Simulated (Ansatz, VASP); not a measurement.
## Two plane-wave programs on KZnF3

INCAR

```
SYSTEM = KZnF3
ALGO     = Normal         ! electronic algorithm
EDIFF    = 1E-8           ! SCF threshold, eV
ENCUT    = 520            ! plane-wave cutoff, eV
GGA      = CA             ! functional
ISIF     = 2              ! what is computed and relaxed
ISMEAR   = -1             ! smearing method
LASPH    = .TRUE.         ! aspherical terms in the spheres
LCHARG   = .FALSE.        ! write CHGCAR
LEFG     = .TRUE.       
LREAL    = .FALSE.        ! projectors in reciprocal space
LWAVE    = .FALSE.        ! write WAVECAR
NBANDS   = 29             ! bands
NELM     = 60             ! most SCF steps
PREC     = Accurate       ! precision mode
SIGMA    = 0.02           ! smearing width, eV
```

Contents of KPOINTS:

```
k-points
0
G
  6 6 6
  0 0 0
```

Contents of POSCAR:

```
KZnF3
1.0
    4.0500000000      0.0000000000      0.0000000000
    0.0000000000      4.0500000000      0.0000000000
    0.0000000000      0.0000000000      4.0500000000
K Zn F
1 1 3
Direct
    0.0000000000      0.0000000000      0.0000000000
    0.5000000000      0.5000000000      0.5000000000
    0.5000000000      0.5000000000      0.0000000000
    0.0000000000      0.5000000000      0.5000000000
    0.5000000000      0.0000000000      0.5000000000
```

Input for Ansatz:

```yaml
crystal:
  lattice:
    - [4.05, 0.0, 0.0]
    - [0.0, 4.05, 0.0]
    - [0.0, 0.0, 4.05]
  atoms:
    - { symbol: K, position: [0.0, 0.0, 0.0] }
    - { symbol: Zn, position: [0.5, 0.5, 0.5] }
    - { symbol: F, position: [0.5, 0.5, 0.0] }
    - { symbol: F, position: [0.0, 0.5, 0.5] }
    - { symbol: F, position: [0.5, 0.0, 0.5] }
kpoints:
  mp_grid: { grid: [6, 6, 6] }
scf:
  occupations: { method: fermi_dirac, width: 0.02 }
hamiltonian:
  xc: lda
  pseudopotentials: { kind: paw }
output:
  forces: true
  stress: true
  populations: true
  efg:
    quadrupole_moments_barn: { K: 0.0603, Zn: 0.122 }
    contact_densities: true
```

Alike in both runs: task electric field gradients; functional LDA; k mesh 6 × 6 × 6; occupations fermi-dirac, width 0.02 eV; no spin polarisation.

|  | VASP | Ansatz |
| --- | --- | --- |
| version | VASP 6.6.1 | Ansatz 0.2.0 |
| potentials or method | VASP PAW LDA potentials, release 64 (K_sv, Zn, F) | plane-wave PAW, scalar-relativistic |
| plane-wave cutoff (eV) | 520 | 420 |
| valence electrons in the cell | 42 | 42 |

Ansatz gave:

| Item | Value |
| --- | --- |
| gap on the k mesh at the Fermi level (eV) | 3.63 |
| pressure (GPa) | -4.8 |
| size of Vzz on the site where it differs most (V/Å²) | 100.9 |

Problem. Estimate VASP's values.

Solution. gap on the k mesh at the Fermi level (eV): 3.59; pressure (GPa): -4.4; size of Vzz on the site where it differs most (V/Å²): 102.0.

LDA's correlation is that of Perdew and Zunger in VASP and of Perdew and Wang (1992) in Ansatz.
